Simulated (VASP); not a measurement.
Write the native input for VASP 6.6.1 that does the following.

```yaml
Task: electric field gradients
Functional: PBE
Potentials_or_basis: VASP PAW PBE potentials, release 64 (Mg)
Cutoff: 520 eV
k_mesh: 16 × 16 × 16
Occupations: fermi-dirac, width 0.03 eV
Spin: no spin polarisation
Dipole_correction: no
Further_INCAR_settings: ALGO = Normal; EDIFF = 1e-08; NBANDS = 7
```

The structure of Mg lies in POSCAR:

```
Mg
1.0
    0.0000000000      2.2367500710      2.2367500710
    2.2367500710      0.0000000000      2.2367500710
    2.2367500710      2.2367500710      0.0000000000
Mg
1
Direct
    0.0000000000      0.0000000000      0.0000000000
```

This cell differs from its parent crystal: volume scaled by 0.99.

These files were run (other wordings do the same):

INCAR

```
SYSTEM = Mg
  PREC = Accurate
  ENCUT = 520
  EDIFF = 1E-8
  ISMEAR = -1
  SIGMA = 0.03
  LREAL = .FALSE.
  LASPH = .TRUE.
  NELM = 60
  ALGO = Normal
  ISIF = 2
  LWAVE = .FALSE.
  LCHARG = .FALSE.
  GGA = PE
  LEFG = .TRUE.
  NBANDS = 7
```

KPOINTS

```
Automatic mesh
0
G
  16 16 16
  0 0 0
```

Potentials or basis: VASP PAW PBE potentials, release 64 (Mg).

Launch:

```console
$ cat potpaw_PBE.64/Mg/POTCAR > POTCAR
$ mpirun -np 1 vasp_std > vasp.out
```

It gave:

```yaml
Pressure: 1.1 GPa
Band_gap_on_the_k_mesh: zero (band 1 reaches 4.22 eV, above the bottom of band 2 at 1.47 eV)
```

Caveat: without QUAD_EFG the Cq values of the log hold for a quadrupole moment of 1 mb, not for the nuclei.

Wall time 26 s on 1 thread of AMD EPYC 7R43 64-Core Processor (Zen 3) (shared host), peak memory 0.11 GiB.
